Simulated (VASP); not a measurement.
# ZnS (P6_3mc) in VASP: a series of runs

ZnS is run at these levels: r2SCAN; tasks: single point.

Everything below comes from runs of VASP 6.6.1. Logs are shortened: lines on timing, memory, paths and dates and some standing lists are left out, and cuts for length are marked.

## 1. The cell of the first run

Symmetry: P6_3mc, No. 186, hexagonal system. Conventional cell: a = 3.809 Å, b = 3.809 Å, c = 12.466 Å, α = 90.00°, β = 90.00°, γ = 120.00°. Zn (site symmetry 3m) has 4 S at 2.11 to 2.48 Å within 2.8 Å. Zn (site symmetry 3m) has 4 S at 2.24 to 2.56 Å within 3.0 Å. Within 2.8 Å of S (site symmetry 3m) lie 4 Zn at 2.11 to 2.24 Å. Within 3.3 Å of S (site symmetry 3m) lie 4 Zn at 2.48 to 2.56 Å.

## 2. Single point, r2SCAN (atoms displaced along a vibrational mode)

POSCAR

```
ZnS
1.0
    3.8087369172      0.0000000000      0.0000000000
   -1.9043684586      3.2984629266      0.0000000000
    0.0000000000      0.0000000000     12.4664651906
Zn S
4 4
Direct
    0.0000000000      0.0000000000      0.0241736591
    0.0000000000      0.0000000000      0.5241736591
    0.3333333333      0.6666666667      0.2260060571
    0.6666666667      0.3333333333      0.7260060571
    0.0000000000      0.0000000000      0.1931014729
    0.0000000000      0.0000000000      0.6931014729
    0.3333333333      0.6666666667      0.4317243145
    0.6666666667      0.3333333333      0.9317243145
```

INCAR.step1

```
  PREC = Accurate
  ENCUT = 520
  ISMEAR = 0
  SIGMA = 0.05
  LREAL = False
  LASPH = True
  NELM = 60
  NBANDS = 46
  GGA = PE
  ALGO = Normal
  EDIFF = 1E-4
  LWAVE = True
  LCHARG = False
```

INCAR.step2

```
  PREC = Accurate
  ENCUT = 520
  EDIFF = 1E-6
  ISMEAR = 0
  SIGMA = 0.05
  LREAL = False
  LASPH = True
  NELM = 60
  ALGO = Normal
  ISIF = 2
  LWAVE = False
  LCHARG = True
  METAGGA = R2SCAN
  LMIXTAU = True
  LELF = True
  LVHAR = True
  NBANDS = 46
  ISTART = 1
```

KPOINTS

```
regular mesh
0
Gamma
  6 6 2
```

Potentials or basis: VASP PAW PBE potentials, release 64 (Zn, S).

Started as:

```console
$ cat potpaw_PBE.64/Zn/POTCAR potpaw_PBE.64/S/POTCAR > POTCAR
$ cp INCAR.step1 INCAR
$ mpirun -np 1 vasp_std > vasp.out
$ cp INCAR.step2 INCAR
$ mpirun -np 1 vasp_std > vasp.out
```

OUTCAR:

```text
PREC = Accurate
   ENCUT = 520
   EDIFF = 1E-6
   ISMEAR = 0
   LREAL = False
   LASPH = True
   NELM = 60
   ISIF = 2
   METAGGA = R2SCAN
   ISTART = 1

 ion  position               nearest neighbor table
   1  0.000  0.000  0.024-   5 2.11   8 2.48   8 2.48   8 2.48
   2  0.000  0.000  0.524-   6 2.11   7 2.48   7 2.48   7 2.48
   3  0.333  0.667  0.226-   5 2.24   5 2.24   5 2.24   7 2.56
   4  0.667  0.333  0.726-   6 2.24   6 2.24   6 2.24   8 2.56
   5  0.000  0.000  0.193-   1 2.11   3 2.24   3 2.24   3 2.24
   6  0.000  0.000  0.693-   2 2.11   4 2.24   4 2.24   4 2.24
   7  0.333  0.667  0.432-   2 2.48   2 2.48   2 2.48   3 2.56
   8  0.667  0.333  0.932-   1 2.48   1 2.48   1 2.48   4 2.56

  LATTYP: Found a hexagonal cell.
 ALAT       =     3.8087369172
 C/A-ratio  =     3.2731232064

  Lattice vectors:

 A1 = (   3.8087369172,   0.0000000000,   0.0000000000)
 A2 = (  -1.9043684586,   3.2984629266,   0.0000000000)
 A3 = (   0.0000000000,   0.0000000000,  12.4664651906)

Analysis of symmetry for initial positions (statically):
=====================================================================
 Subroutine PRICEL returns:
 Original cell was already a primitive cell.

 Routine SETGRP: Setting up the symmetry group for a
 hexagonal supercell.

 Subroutine GETGRP returns: Found 12 space group operations
 (whereof  6 operations were pure point group operations)
 out of a pool of 24 trial point group operations.

The static configuration has the point symmetry C_3v.
 The point group associated with its full space group is C_6v.

Analysis of symmetry for dynamics (positions and initial velocities):
=====================================================================
 Subroutine PRICEL returns:
 Original cell was already a primitive cell.

 Routine SETGRP: Setting up the symmetry group for a
 hexagonal supercell.

 Subroutine GETGRP returns: Found 12 space group operations
 (whereof  6 operations were pure point group operations)
 out of a pool of 24 trial point group operations.

The dynamic configuration has the point symmetry C_3v.
 The point group associated with its full space group is C_6v.

 Subroutine INISYM returns: Found 12 space group operations
 (whereof  6 operations are pure point group operations),
 and found     1 'primitive' translations

----------------------------------------------------------------------------------------

                                     Primitive cell

  volume of cell :     156.6159

  direct lattice vectors                    reciprocal lattice vectors
     3.808736917  0.000000000  0.000000000     0.262554233  0.151585757  0.000000000
    -1.904368459  3.298462927  0.000000000     0.000000000  0.303171514  0.000000000
     0.000000000  0.000000000 12.466465191     0.000000000  0.000000000  0.080215200

  length of vectors
     3.808736917  3.808736917 12.466465191     0.303171514  0.303171514  0.080215200

  position of ions in fractional coordinates (direct lattice)
     0.000000000  0.000000000  0.024173659
     0.000000000  0.000000000  0.524173659
     0.333333333  0.666666667  0.226006057
     0.666666667  0.333333333  0.726006057
     0.000000000  0.000000000  0.193101473
     0.000000000  0.000000000  0.693101473
     0.333333333  0.666666667  0.431724315
     0.666666667  0.333333333  0.931724315

  ion indices of the primitive-cell ions
   primitive index   ion index
                 1           1
                 2           2
                 3           3
                 4           4
                 5           5
                 6           6
                 7           7
                 8           8

----------------------------------------------------------------------------------------

 KPOINTS: regular mesh

Automatic generation of k-mesh.
 Grid dimensions read from file:
 generate k-points for:    6    6    2

 Generating k-lattice:

  Cartesian coordinates                     Fractional coordinates (reciprocal lattice)
     0.043759039  0.025264293  0.000000000     0.166666667  0.000000000  0.000000000
     0.000000000  0.050528586  0.000000000     0.000000000  0.166666667  0.000000000
     0.000000000  0.000000000  0.040107600     0.000000000  0.000000000  0.500000000

  Length of vectors
     0.050528586  0.050528586  0.040107600

  Shift w.r.t. Gamma in fractional coordinates (k-lattice)
     0.000000000  0.000000000  0.000000000

 Subroutine IBZKPT returns following result:
 ===========================================

 Found     14 irreducible k-points:

 Following reciprocal coordinates:
            Coordinates               Weight
  0.000000  0.000000  0.000000      1.000000
  0.166667 -0.000000  0.000000      6.000000
  0.333333  0.000000  0.000000      6.000000
  0.500000  0.000000  0.000000      3.000000
  0.166667  0.166667  0.000000      6.000000
  0.333333  0.166667  0.000000     12.000000
  0.333333  0.333333  0.000000      2.000000
  0.000000  0.000000  0.500000      1.000000
  0.166667 -0.000000  0.500000      6.000000
  0.333333  0.000000  0.500000      6.000000
  0.500000  0.000000  0.500000      3.000000
  0.166667  0.166667  0.500000      6.000000
  0.333333  0.166667  0.500000     12.000000
  0.333333  0.333333  0.500000      2.000000
   k-points           NKPTS =     14   k-points in BZ     NKDIM =     14   number of bands    NBANDS=     46
   number of dos      NEDOS =    301   number of ions     NIONS =      8
   total plane-waves  NPLWV =  75264
   dimension x,y,z NGX =    28 NGY =   28 NGZ =   96
   dimension x,y,z NGXF=    56 NGYF=   56 NGZF=  192
   ions per type =               4   4
   NGX,Y,Z   is equivalent  to a cutoff of  12.22, 12.22, 12.80 a.u.
   NGXF,Y,Z  is equivalent  to a cutoff of  24.44, 24.44, 25.60 a.u.
 SYSTEM =  unknown system
   PREC   = accura    normal or accurate (medium, high low for compatibility)
   ISTART =      1    job   : 0-new  1-cont  2-samecut
   ICHARG =      0    charge: 1-file 2-atom 10-const
   ISPIN  =      1    spin polarized calculation?
   LNONCOLLINEAR =      F non collinear calculations
   LSORBIT =      F    spin-orbit coupling
   LASPH  =      T    aspherical Exc in radial PAW
   ENCUT  =  520.0 eV  38.22 Ry    6.18 a.u.   7.08  7.08 23.18*2*pi/ulx,y,z
   NELM   =     60;   NELMIN=  2; NELMDL=  0     # of ELM steps
   EDIFF  = 0.1E-05   stopping-criterion for ELM
   LREAL  =      F    real-space projection
   EDIFFG = 0.1E-04   stopping-criterion for IOM
   NSW    =      0    number of steps for IOM
   IBRION =     -1    ionic relax: 0-MD 1-quasi-New 2-CG
   NFREE  =      0    steps in history (QN), initial steepest desc. (CG)
   ISIF   =      2    stress and relaxation
   ISYM   =      2    0-nonsym 1-usesym 2-fastsym
   POTIM  = 0.5000    time-step for ionic-motion
   TEBEG  =    0.0;   TEEND  =   0.0 temperature during run
   PSTRESS=    0.0 pullay stress
   NELECT =      72.0000    total number of electrons
   NUPDOWN=      -1.0000    fix difference up-down
   EMIN   =  10.00;   EMAX   =-10.00  energy-range for DOS
   EFERMI =   0.00;   METHOD = LEGACY
   ISMEAR =     0;   SIGMA  =   0.05  broadening in eV -4-tet -1-fermi 0-gaus
   EFERMI_NEDOS =   21; number of points for ismear=-14 and -15
   IALGO  =     38    algorithm
   IMIX   =      4    mixing-type and parameters
     AMIX     =   0.40;   BMIX     =  1.00
     AMIX_MAG =   1.60;   BMIX_MAG =  1.00
  volume/ion in A,a.u.               =      19.58       132.11
  Fermi-wavevector in a.u.,A,eV,Ry     =   1.263495  2.387660 21.720624  1.596421
  Thomas-Fermi vector in A             =   2.396849
   LORBIT       =      0    0 simple, 1 ext, 2 COOP (PROOUT), +10 PAW based schemes
   METAGGA = R2SCAN    functional components
   LHFCALC =     F    Hartree Fock is set to
   AEXX    =    0.0000 exact exchange contribution
   IVDW    =     0    specifies the selected vdW correction
   LEPSILON=     F    determine dielectric tensor
   LRPA    =     F    only Hartree local field effects (RPA)
 non-spin polarized calculation
 Gauss-broadening in eV      SIGMA  =   0.05
  energy-cutoff  :      520.00
  volume of cell :      156.62
 maximum number of plane-waves:      4251
   NGX = 15   NGY = 15   NGZ = 47

 number of electron      72.0000046 magnetization

 Free energy of the ion-electron system (eV)
  ---------------------------------------------------
  ext. energy  EPLUGINS =         0.00000000
  ---------------------------------------------------
  free energy    TOTEN  =       -73.72144323 eV

  energy without entropy =      -73.72144323  energy(sigma->0) =      -73.72144323

 E-fermi :   2.7586     XC(G=0): -10.3252

 val. band max:        2.5464248273   @ k =   0.0000   0.0000   0.0000
 cond. band min:       4.1582168287   @ k =   0.0000   0.0000   0.0000
 fundamental gap:      1.6117920015
 Fermi energy:         2.7585586521

 k-point     1 :       0.0000    0.0000    0.0000
  band No.  band energies     occupation
      1     -12.8751      2.00000
      2     -12.8256      2.00000
      3     -10.0761      2.00000
      4      -9.9335      2.00000
      5      -5.6753      2.00000
      6      -5.6752      2.00000
[... 38 lines left out ...]
     45       8.9158      0.00000
     46       9.4229      0.00000

 k-point     2 :       0.1667   -0.0000    0.0000
  band No.  band energies     occupation
      1     -12.7136      2.00000
      2     -12.6708      2.00000
      3      -9.9222      2.00000
      4      -9.8062      2.00000
      5      -5.6820      2.00000
      6      -5.6785      2.00000
[... 38 lines left out ...]
     45       8.8324      0.00000
     46       9.2121      0.00000

 k-point     3 :       0.3333    0.0000    0.0000
  band No.  band energies     occupation
      1     -12.3560      2.00000
      2     -12.3307      2.00000
      3      -9.5843      2.00000
      4      -9.5326      2.00000
      5      -5.6387      2.00000
      6      -5.6349      2.00000
[... 38 lines left out ...]
     45       9.4753      0.00000
     46       9.8805      0.00000

 k-point     4 :       0.5000    0.0000    0.0000
  band No.  band energies     occupation
      1     -12.1554      2.00000
      2     -12.1418      2.00000
      3      -9.4059      2.00000
      4      -9.3759      2.00000
      5      -5.5813      2.00000
      6      -5.5704      2.00000
[... 430 lines left out ...]
     45       9.1607      0.00000
     46       9.1607      0.00000

 k-point    13 :       0.3333    0.1667    0.5000
  band No.  band energies     occupation
      1     -12.1534      2.00000
      2     -12.1534      2.00000
      3      -9.3936      2.00000
      4      -9.3936      2.00000
      5      -5.4939      2.00000
      6      -5.4939      2.00000
[... 38 lines left out ...]
     45       9.9403      0.00000
     46       9.9403      0.00000

 k-point    14 :       0.3333    0.3333    0.5000
  band No.  band energies     occupation
      1     -12.0564      2.00000
      2     -12.0564      2.00000
      3      -9.3092      2.00000
      4      -9.3092      2.00000
      5      -5.2925      2.00000
      6      -5.2925      2.00000
[... 38 lines left out ...]
     45       9.7722      0.00000
     46       9.7722      0.00000

------------------------ aborting loop because EDIFF is reached ----------------------------------------

  FORCE on cell =-STRESS in cart. coord.  units (eV):
  Direction    XX          YY          ZZ          XY          YZ          ZX
  --------------------------------------------------------------------------------------
  -------------------------------------------------------------------------------------
  Total        1.4688207      1.4688207      3.0283844      0.0000000      0.0000000      0.0000000
  in kB       15.0260020     15.0260020     30.9803035      0.0000000      0.0000000      0.0000000
  external PRESSURE =      20.3441025 kB  Pullay stress =       0.0000000 kB

 VOLUME and BASIS-vectors are now :
 -----------------------------------------------------------------------------
  energy-cutoff  :      520.00
  volume of cell :      156.62
      direct lattice vectors                 reciprocal lattice vectors
     3.808736917  0.000000000  0.000000000     0.262554233  0.151585757  0.000000000
    -1.904368459  3.298462927  0.000000000     0.000000000  0.303171514  0.000000000
     0.000000000  0.000000000 12.466465191     0.000000000  0.000000000  0.080215200

 POSITION                                       TOTAL-FORCE (eV/Angst)
 -----------------------------------------------------------------------------------
      0.00000      0.00000      0.30136         0.000000      0.000000     -3.899890
      0.00000      0.00000      6.53459         0.000000     -0.000000     -3.899890
     -0.00000      2.19898      2.81750         0.000000     -0.000000      1.858651
      1.90437      1.09949      9.05073        -0.000000      0.000000      1.858651
      0.00000      0.00000      2.40729         0.000000      0.000000      1.045614
      0.00000      0.00000      8.64053         0.000000      0.000000      1.045614
     -0.00000      2.19898      5.38208         0.000000      0.000000      0.995624
      1.90437      1.09949     11.61531         0.000000      0.000000      0.995624
 -----------------------------------------------------------------------------------
    total drift:                               -0.000002     -0.000003      0.000072

  FREE ENERGIE OF THE ION-ELECTRON SYSTEM (eV)
  ---------------------------------------------------
  free  energy   TOTEN  =       -73.7214432343 eV

  energy  without entropy=      -73.7214432343  energy(sigma->0) =      -73.72144323
```

Run time: 3.1 min. Hardware: 1 thread of Intel Xeon 6975P-C (Granite Rapids), shared host; peak memory 0.32 GiB.

What came out:

```
Free energy            : -73.7214 eV
Pressure               : 2.0 GPa
Largest force          : 3.900 eV/Å
Band gap on the k mesh : 1.61 eV
```

Forces on the atoms (eV/Å):
```
Zn   0.000  0.000 -3.900
Zn   0.000  0.000 -3.900
Zn   0.000  0.000  1.859
Zn   0.000  0.000  1.859
S    0.000  0.000  1.046
S    0.000  0.000  1.046
S    0.000  0.000  0.996
S    0.000  0.000  0.996
```

Stress tensor (GPa, compression positive):
```
1.50 0.00 0.00
0.00 1.50 0.00
0.00 0.00 3.10
```

Levels at points of the mesh, in eV from the valence-band top:
| k point | band 32 | band 33 | band 34 | band 35 | band 36 | band 37 | band 38 | band 39 | band 40 | band 41 |
| --- | --- | --- | --- | --- | --- | --- | --- | --- | --- | --- |
| (0.00, 0.00, 0.00) | -0.77 | -0.15 | -0.15 | 0.00 | 0.00 | 1.61 | 2.29 | 3.37 | 4.37 | 5.48 |
| (0.50, 0.00, 0.00) | -2.64 | -2.46 | -1.34 | -1.08 | -0.82 | 2.59 | 2.78 | 2.87 | 4.17 | 4.93 |
| (0.00, 0.00, 0.50) | -1.74 | -0.07 | -0.07 | -0.07 | -0.07 | 2.07 | 2.07 | 3.80 | 3.80 | 5.62 |
| (0.50, 0.00, 0.50) | -3.01 | -1.95 | -1.95 | -0.95 | -0.95 | 2.76 | 2.76 | 3.80 | 3.80 | 4.46 |

Caveat: the cell differs from its parent crystal (atoms displaced along a vibrational mode); the PAW data sets were made with another functional, which shifts forces and pressure a little.

## 3. Single point, r2SCAN (atoms displaced along a vibrational mode)

POSCAR

```
ZnS
1.0
    3.8087369172      0.0000000000      0.0000000000
   -1.9043684586      3.2984629266      0.0000000000
    0.0000000000      0.0000000000     12.4664651906
Zn S
4 4
Direct
    0.0000000000      0.0000000000     -0.0179300539
    0.0000000000      0.0000000000      0.4820699461
    0.3333333333      0.6666666667      0.2681190371
    0.6666666667      0.3333333333      0.7681190371
    0.0000000000      0.0000000000      0.1828371458
    0.0000000000      0.0000000000      0.6828371458
    0.3333333333      0.6666666667      0.4419697434
    0.6666666667      0.3333333333      0.9419697434
```

INCAR.step1

```
SYSTEM = ZnS
PREC     = Accurate       ! precision mode
ENCUT    = 520            ! plane-wave cutoff, eV
ISMEAR   = 0              ! smearing method
SIGMA    = 0.05           ! smearing width, eV
LREAL    = .FALSE.        ! projectors in reciprocal space
LASPH    = .TRUE.         ! aspherical terms in the spheres
NELM     = 100            ! most SCF steps
NBANDS   = 46             ! bands
GGA      = PE             ! functional
ALGO     = Normal         ! electronic algorithm
EDIFF    = 1E-4           ! SCF threshold, eV
LWAVE    = .TRUE.         ! write WAVECAR
LCHARG   = .FALSE.        ! write CHGCAR
```

INCAR.step2

```
SYSTEM = ZnS
PREC     = Accurate       ! precision mode
ENCUT    = 520            ! plane-wave cutoff, eV
EDIFF    = 1E-7           ! SCF threshold, eV
ISMEAR   = 0              ! smearing method
SIGMA    = 0.05           ! smearing width, eV
LREAL    = .FALSE.        ! projectors in reciprocal space
LASPH    = .TRUE.         ! aspherical terms in the spheres
NELM     = 100            ! most SCF steps
ALGO     = Normal         ! electronic algorithm
ISIF     = 2              ! what is computed and relaxed
LWAVE    = .FALSE.        ! write WAVECAR
LCHARG   = .FALSE.        ! write CHGCAR
METAGGA  = R2SCAN         ! meta-GGA
LMIXTAU  = .TRUE.       
NBANDS   = 46             ! bands
ISTART   = 1
```

KPOINTS

```
regular mesh
0
G
  6 6 2
  0 0 0
```

Potentials or basis: VASP PAW PBE potentials, release 64 (Zn, S).

Started as:

```console
$ cat potpaw_PBE.64/Zn/POTCAR potpaw_PBE.64/S/POTCAR > POTCAR
$ cp INCAR.step1 INCAR
$ mpirun -np 1 vasp_std > vasp.out
$ cp INCAR.step2 INCAR
$ mpirun -np 1 vasp_std > vasp.out
```

It took 3.8 min on 1 thread of Intel Xeon 6975P-C (Granite Rapids), shared host; peak memory 0.33 GiB.

It converged, with:

| Item | Value |
| --- | --- |
| Free energy | -74.4853 eV |
| Pressure | 1.2 GPa |
| Largest force | 2.660 eV/Å |
| Band gap on the k mesh | 2.06 eV |

Forces in eV/Å, atoms in the order of the input:
```
Zn   0.000  0.000  1.537
Zn   0.000  0.000  1.537
Zn   0.000  0.000 -2.660
Zn   0.000  0.000 -2.660
S    0.000  0.000  0.666
S    0.000  0.000  0.666
S    0.000  0.000  0.457
S    0.000  0.000  0.457
```

Stress tensor (GPa, compression positive):
```
1.00 0.00 0.00
0.00 1.00 0.00
0.00 0.00 1.53
```

Levels at points of the mesh, in eV from the valence-band top:
```
           k point  band 33  band 34  band 35  band 36  band 37  band 38  band 39  band 40
(0.00, 0.00, 0.00)    -0.15    -0.15     0.00     0.00     2.06     2.86     3.43     4.41
(0.50, 0.00, 0.00)    -1.63    -1.55    -1.15    -0.85     3.03     3.15     3.62     4.06
(0.00, 0.00, 0.50)    -0.07    -0.07    -0.07    -0.07     2.59     2.59     3.86     3.86
(0.50, 0.00, 0.50)    -1.79    -1.79    -0.99    -0.99     3.30     3.30     4.08     4.08
```

Caveat: the cell differs from its parent crystal (atoms displaced along a vibrational mode); the PAW data sets were made with another functional, which shifts forces and pressure a little.

(Continued in part 2 of 2.)
